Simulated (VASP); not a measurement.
# MgS (F-43m) in VASP: settings compared

The runs below take MgS through relaxation of cell and atoms, single point, with PBEsol, SVWN5.

Program: VASP 6.6.1. These are calculated values, not measurements. Logs are shortened: lines on timing, memory, paths and dates and some standing lists are left out, and cuts for length are marked.

### Step 1. The cell of the first run

Symmetry: F-43m, No. 216, cubic system. Conventional cell: a = 5.666 Å, b = 5.666 Å, c = 5.666 Å, α = 90.00°, β = 90.00°, γ = 90.00°. Within 3.2 Å of S (site symmetry -43m) lie 4 Mg at 2.45 Å. Within 3.2 Å of Mg (site symmetry -43m) lie 4 S at 2.45 Å.

### Step 2. Relaxation of cell and atoms, PBEsol, target pressure 10 GPa, at which the enthalpy is minimised

Contents of INCAR:

```
SYSTEM = MgS
PREC = Accurate ; ENCUT = 600
EDIFF = 1E-6 ; ISMEAR = -1
SIGMA = 0.05 ; LREAL = .False.
LASPH = .True. ; NELM = 100
ALGO = Normal ; ISIF = 3
LWAVE = .False. ; LCHARG = .False.
GGA = PS ; IBRION = 2
NSW = 80 ; EDIFFG = -0.02
PSTRESS = 100.0
```

Contents of KPOINTS:

```
regular mesh
0
Gamma
  8 8 8
  0 0 0
```

Contents of POSCAR:

```
MgS
1.0
    0.0000000000      2.8331200468      2.8331200468
    2.8331200468      0.0000000000      2.8331200468
    2.8331200468      2.8331200468      0.0000000000
S Mg
1 1
Direct
    0.2500000000      0.2500000000      0.2500000000
    0.0000000000      0.0000000000      0.0000000000
```

Potentials or basis: VASP PAW PBE potentials, release 64 (S, Mg).

Run with:

```
$ cat potpaw_PBE.64/S/POTCAR potpaw_PBE.64/Mg/POTCAR > POTCAR
$ mpirun -np 1 vasp_std > vasp.out
```

OUTCAR:

```text
SYSTEM = MgS
   PREC = Accurate
   ENCUT = 600
   EDIFF = 1E-6
   ISMEAR = -1
   LREAL = .False.
   LASPH = .True.
   NELM = 100
   ISIF = 3
   GGA = PS
   IBRION = 2
   NSW = 80
   EDIFFG = -0.02
   PSTRESS = 100.0

 ion  position               nearest neighbor table
   1  0.250  0.250  0.250-   2 2.45   2 2.45   2 2.45   2 2.45
   2  0.000  0.000  0.000-   1 2.45   1 2.45   1 2.45   1 2.45

  LATTYP: Found a face centered cubic cell.
 ALAT       =     5.6662400936

  Lattice vectors:

 A1 = (   0.0000000000,   2.8331200468,   2.8331200468)
 A2 = (   2.8331200468,   0.0000000000,   2.8331200468)
 A3 = (   2.8331200468,   2.8331200468,   0.0000000000)

Analysis of symmetry for initial positions (statically):
=====================================================================
 Subroutine PRICEL returns:
 Original cell was already a primitive cell.

 Routine SETGRP: Setting up the symmetry group for a
 face centered cubic supercell.

 Subroutine GETGRP returns: Found 24 space group operations
 (whereof 24 operations were pure point group operations)
 out of a pool of 48 trial point group operations.

The static configuration has the point symmetry T_d .

Analysis of symmetry for dynamics (positions and initial velocities):
=====================================================================
 Subroutine PRICEL returns:
 Original cell was already a primitive cell.

 Routine SETGRP: Setting up the symmetry group for a
 face centered cubic supercell.

 Subroutine GETGRP returns: Found 24 space group operations
 (whereof 24 operations were pure point group operations)
 out of a pool of 48 trial point group operations.

The dynamic configuration has the point symmetry T_d .

 Subroutine INISYM returns: Found 24 space group operations
 (whereof 24 operations are pure point group operations),
 and found     1 'primitive' translations

----------------------------------------------------------------------------------------

                                     Primitive cell

  volume of cell :      45.4805

  direct lattice vectors                    reciprocal lattice vectors
     0.000000000  2.833120047  2.833120047    -0.176483874  0.176483874  0.176483874
     2.833120047  0.000000000  2.833120047     0.176483874 -0.176483874  0.176483874
     2.833120047  2.833120047  0.000000000     0.176483874  0.176483874 -0.176483874

  length of vectors
     4.006636794  4.006636794  4.006636794     0.305679036  0.305679036  0.305679036

  position of ions in fractional coordinates (direct lattice)
     0.250000000  0.250000000  0.250000000
     0.000000000  0.000000000  0.000000000

  ion indices of the primitive-cell ions
   primitive index   ion index
                 1           1
                 2           2

----------------------------------------------------------------------------------------

 KPOINTS: regular mesh

Automatic generation of k-mesh.
 Grid dimensions read from file:
 generate k-points for:    8    8    8

 Generating k-lattice:

  Cartesian coordinates                     Fractional coordinates (reciprocal lattice)
    -0.022060484  0.022060484  0.022060484     0.125000000  0.000000000  0.000000000
     0.022060484 -0.022060484  0.022060484     0.000000000  0.125000000  0.000000000
     0.022060484  0.022060484 -0.022060484     0.000000000  0.000000000  0.125000000

  Length of vectors
     0.038209879  0.038209879  0.038209879

  Shift w.r.t. Gamma in fractional coordinates (k-lattice)
     0.000000000  0.000000000  0.000000000

 Subroutine IBZKPT returns following result:
 ===========================================

 Found     29 irreducible k-points:

 Following reciprocal coordinates:
            Coordinates               Weight
  0.000000  0.000000  0.000000      1.000000
  0.125000  0.000000  0.000000      8.000000
  0.250000  0.000000  0.000000      8.000000
  0.375000  0.000000  0.000000      8.000000
  0.500000  0.000000  0.000000      4.000000
  0.125000  0.125000  0.000000      6.000000
[... 16 lines left out ...]
  0.500000  0.250000  0.125000     48.000000
 -0.375000  0.250000  0.125000     24.000000
 [... further k-points ...]
   k-points           NKPTS =     29   k-points in BZ     NKDIM =     29   number of bands    NBANDS=      8
   number of dos      NEDOS =    301   number of ions     NIONS =      2
   total plane-waves  NPLWV =  32768
   dimension x,y,z NGX =    32 NGY =   32 NGZ =   32
   dimension x,y,z NGXF=    64 NGYF=   64 NGZF=   64
   ions per type =               1   1
   NGX,Y,Z   is equivalent  to a cutoff of  13.28, 13.28, 13.28 a.u.
   NGXF,Y,Z  is equivalent  to a cutoff of  26.56, 26.56, 26.56 a.u.
 SYSTEM =  MgS
   PREC   = accura    normal or accurate (medium, high low for compatibility)
   ISTART =      0    job   : 0-new  1-cont  2-samecut
   ICHARG =      2    charge: 1-file 2-atom 10-const
   ISPIN  =      1    spin polarized calculation?
   LNONCOLLINEAR =      F non collinear calculations
   LSORBIT =      F    spin-orbit coupling
   LASPH  =      T    aspherical Exc in radial PAW
   ENCUT  =  600.0 eV  44.10 Ry    6.64 a.u.   8.00  8.00  8.00*2*pi/ulx,y,z
   NELM   =    100;   NELMIN=  2; NELMDL= -5     # of ELM steps
   EDIFF  = 0.1E-05   stopping-criterion for ELM
   LREAL  =      F    real-space projection
   EDIFFG = -.2E-01   stopping-criterion for IOM
   NSW    =     80    number of steps for IOM
   IBRION =      2    ionic relax: 0-MD 1-quasi-New 2-CG
   NFREE  =      1    steps in history (QN), initial steepest desc. (CG)
   ISIF   =      3    stress and relaxation
   ISYM   =      2    0-nonsym 1-usesym 2-fastsym
   POTIM  = 0.5000    time-step for ionic-motion
   TEBEG  =    0.0;   TEEND  =   0.0 temperature during run
   PSTRESS=  100.0 pullay stress
   NELECT =       8.0000    total number of electrons
   NUPDOWN=      -1.0000    fix difference up-down
   EMIN   =  10.00;   EMAX   =-10.00  energy-range for DOS
   EFERMI =   0.00;   METHOD = LEGACY
   ISMEAR =    -1;   SIGMA  =   0.05  broadening in eV -4-tet -1-fermi 0-gaus
   EFERMI_NEDOS =   21; number of points for ismear=-14 and -15
   IALGO  =     38    algorithm
   IMIX   =      4    mixing-type and parameters
     AMIX     =   0.40;   BMIX     =  1.00
     AMIX_MAG =   1.60;   BMIX_MAG =  1.00
  volume/ion in A,a.u.               =      22.74       153.46
  Fermi-wavevector in a.u.,A,eV,Ry     =   0.917269  1.733386 11.447692  0.841382
  Thomas-Fermi vector in A             =   2.042218
   LORBIT       =      0    0 simple, 1 ext, 2 COOP (PROOUT), +10 PAW based schemes
   GGA     = PS    functional components
   LHFCALC =     F    Hartree Fock is set to
   AEXX    =    0.0000 exact exchange contribution
   IVDW    =     0    specifies the selected vdW correction
   LEPSILON=     F    determine dielectric tensor
   LRPA    =     F    only Hartree local field effects (RPA)
 conjugate gradient relaxation of ions
 non-spin polarized calculation
  energy-cutoff  :      600.00
  volume of cell :       45.48
 maximum number of plane-waves:      1540
   NGX = 17   NGY = 17   NGZ = 17

--------------------------------------- Ionic step        1  -------------------------------------------

 number of electron       8.0000000 magnetization

 Free energy of the ion-electron system (eV)
  ---------------------------------------------------
  ext. energy  EPLUGINS =         0.00000000
  ---------------------------------------------------
  free energy    TOTEN  =        -8.91745784 eV

  energy without entropy =       -8.91745784  energy(sigma->0) =       -8.91745784

------------------------ aborting loop because EDIFF is reached ----------------------------------------

  FORCE on cell =-STRESS in cart. coord.  units (eV):
  Direction    XX          YY          ZZ          XY          YZ          ZX
  --------------------------------------------------------------------------------------
  -------------------------------------------------------------------------------------
  Total       -0.1417532     -0.1417532     -0.1417532      0.0000000      0.0000000      0.0000000
  in kB       -4.9936543     -4.9936543     -4.9936543      0.0000000      0.0000000      0.0000000
  external PRESSURE =    -104.9936543 kB  Pullay stress =     100.0000000 kB
[... 23 lines left out ...]
  enthalpy is  TOTEN    =        -6.0787915247 eV   P V=        2.8386663175

--------------------------------------- Ionic step        2  -------------------------------------------

 number of electron       8.0000000 magnetization

 E-fermi :   3.6586     XC(G=0):  -9.4648

 val. band max:        2.5702938476   @ k =   0.0000   0.0000   0.0000
 cond. band min:       5.9988711035   @ k =   0.5000   0.5000   0.0000
 fundamental gap:      3.4285772559
 Fermi energy:         3.6586390789

 k-point     1 :       0.0000    0.0000    0.0000
  band No.  band energies     occupation
      1      -9.5688      2.00000
      2       2.5703      2.00000
      3       2.5703      2.00000
      4       2.5703      2.00000
      5       7.0457      0.00000
      6      10.9839      0.00000
      7      10.9839      0.00000
      8      10.9839      0.00000
[... 288 lines left out ...]
  enthalpy is  TOTEN    =        -6.2070673152 eV   P V=        2.2693963472

--------------------------------------- Ionic step        3  -------------------------------------------

 number of electron       8.0000001 magnetization

 Free energy of the ion-electron system (eV)
  ---------------------------------------------------
  ext. energy  EPLUGINS =         0.00000000
  ---------------------------------------------------
  free energy    TOTEN  =        -8.76546330 eV

  energy without entropy =       -8.76546330  energy(sigma->0) =       -8.76546330

 E-fermi :   2.9453     XC(G=0):  -9.1170

 val. band max:        1.9228114991   @ k =   0.0000   0.0000   0.0000
 cond. band min:       5.4820957223   @ k =   0.5000   0.5000   0.0000
 fundamental gap:      3.5592842232
 Fermi energy:         2.9453484047

 k-point     1 :       0.0000    0.0000    0.0000
  band No.  band energies     occupation
      1      -9.8508      2.00000
      2       1.9228      2.00000
      3       1.9228      2.00000
      4       1.9228      2.00000
      5       5.9215      0.00000
      6      10.1350      0.00000
      7      10.1350      0.00000
      8      10.1350      0.00000
[... 282 lines left out ...]
  FREE ENERGIE OF THE ION-ELECTRON SYSTEM (eV)
  ---------------------------------------------------
  free  energy   TOTEN  =        -8.7654633045 eV

  energy  without entropy=       -8.7654633044  energy(sigma->0) =       -8.76546330

  enthalpy is  TOTEN    =        -6.2952278998 eV   P V=        2.4702354047

 reached required accuracy - stopping structural energy minimisation
```

Run time: 23 s. Hardware: 1 thread of Intel Xeon Platinum 8488C (Sapphire Rapids), shared host; peak memory 0.19 GiB.

What came out:

```yaml
Free_energy: -8.7655 eV
Relaxed_volume: 19.79 Å³/atom
Relaxed_cell: a = 3.825 Å, b = 3.825 Å, c = 3.825 Å, α = 60.00°, β = 60.00°, γ = 60.00°
Space_group_after_relaxing_to_0.05_Å: F-43m (No. 216)
Energy_change_on_relaxing_the_enthalpy_is_what_falls: +76.0 meV/atom
Ionic_steps: 3
Pressure_after_relaxing: 9.9 GPa
Band_gap_on_the_k_mesh: 3.56 eV, indirect (least direct gap 4.00 eV)
```

Step by step:
| step | energy change (eV) | largest force (eV/Å) | pressure (GPa) | volume (Å³) |
| --- | --- | --- | --- | --- |
| 1 | 0.0000 | 0.0000 | -0.50 | 45.48 |
| 2 | 0.4410 | 0.0000 | 19.47 | 36.36 |
| 3 | 0.1520 | 0.0000 | 9.92 | 39.58 |

Final structure:
```xyz
2
Lattice="0.0000 2.7048 2.7048 2.7048 0.0000 2.7048 2.7048 2.7048 0.0000" Properties=species:S:1:pos:R:3 pbc="T T T"
S     1.3524    1.3524    1.3524
Mg    0.0000    0.0000    0.0000
```

Levels at points of the mesh, in eV from the valence-band top:
```tsv
k point	band 1	band 2	band 3	band 4	band 5	band 6	band 7	band 8
(0.00, 0.00, 0.00)	-11.77	0.00	0.00	0.00	4.00	8.21	8.21	8.21
(0.50, 0.00, 0.00)	-10.85	-3.69	-0.37	-0.37	5.47	7.71	7.71	9.06
(0.50, 0.50, 0.00)	-10.55	-3.27	-1.22	-1.22	3.56	5.68	12.43	13.27
```

Caveat: the cell is relaxed towards a set pressure, so the enthalpy falls and the energy may rise; the PAW data sets were made with another functional, which shifts forces and pressure a little. A k mesh can miss the band edges.

### Step 3. Relaxation of cell and atoms, PBEsol, target pressure 20 GPa, at which the enthalpy is minimised

Contents of INCAR:

```
PREC = Accurate
ENCUT = 600
EDIFF = 1E-6
ISMEAR = -1
SIGMA = 0.05
LREAL = False
LASPH = True
NELM = 80
ALGO = Normal
ISIF = 3
LWAVE = False
LCHARG = False
GGA = PS
IBRION = 2
NSW = 80
EDIFFG = -0.02
PSTRESS = 200.0
```

Contents of KPOINTS:

```
regular mesh
0
Gamma
  8 8 8
```

POSCAR is that of step 2.

Potentials or basis: VASP PAW PBE potentials, release 64 (S, Mg).

Run with:

```
$ cat potpaw_PBE.64/S/POTCAR potpaw_PBE.64/Mg/POTCAR > POTCAR
$ mpirun -np 1 vasp_std > vasp.out
```

Run time: 44 s. Hardware: 1 thread of Intel Xeon Platinum 8488C (Sapphire Rapids), shared host; peak memory 0.19 GiB.

Results (log left out):

- Free energy: -8.4582 eV
- Relaxed volume: 18.11 Å³/atom
- Relaxed cell: a = 3.714 Å, b = 3.714 Å, c = 3.714 Å, α = 60.00°, β = 60.00°, γ = 60.00°
- Space group after relaxing (to 0.05 Å): F-43m (No. 216)
- Energy change on relaxing (the enthalpy is what falls): +229.6 meV/atom
- Ionic steps: 7
- Pressure after relaxing: 20.0 GPa
- Band gap on the k mesh: 3.42 eV, indirect (least direct gap 4.50 eV)

Step by step:
```csv
step,energy change (eV),largest force (eV/Å),pressure (GPa),volume (Å³)
1,0.0000,0.0000,-0.50,45.48
2,2.2210,0.0000,64.05,28.89
3,0.4164,0.0000,18.75,36.57
4,0.4509,0.0000,19.76,36.28
5,0.4722,0.0000,20.37,36.11
6,0.4475,0.0000,19.66,36.31
7,0.4593,0.0000,20.00,36.21
```

Final structure:
```
S Mg
1.0
     0.00000    2.62586    2.62586
     2.62586    0.00000    2.62586
     2.62586    2.62586    0.00000
S Mg
1 1
Direct
  0.25000 0.25000 0.25000
  0.00000 0.00000 0.00000
```

Levels at points of the mesh, in eV from the valence-band top:
```
           k point  band 2  band 3  band 4  band 5  band 6  band 7
(0.00, 0.00, 0.00)    0.00    0.00    0.00    4.50    8.42    8.42
(0.50, 0.00, 0.00)   -4.05   -0.40   -0.40    5.78    7.80    7.80
(0.50, 0.50, 0.00)   -3.58   -1.34   -1.34    3.42    5.74   13.45
```

Caveat: the cell is relaxed towards a set pressure, so the enthalpy falls and the energy may rise; the volume moved by over 15 % at a fixed basis, so the end points are rough; the PAW data sets were made with another functional, which shifts forces and pressure a little.

(Continued in part 2 of 2.)
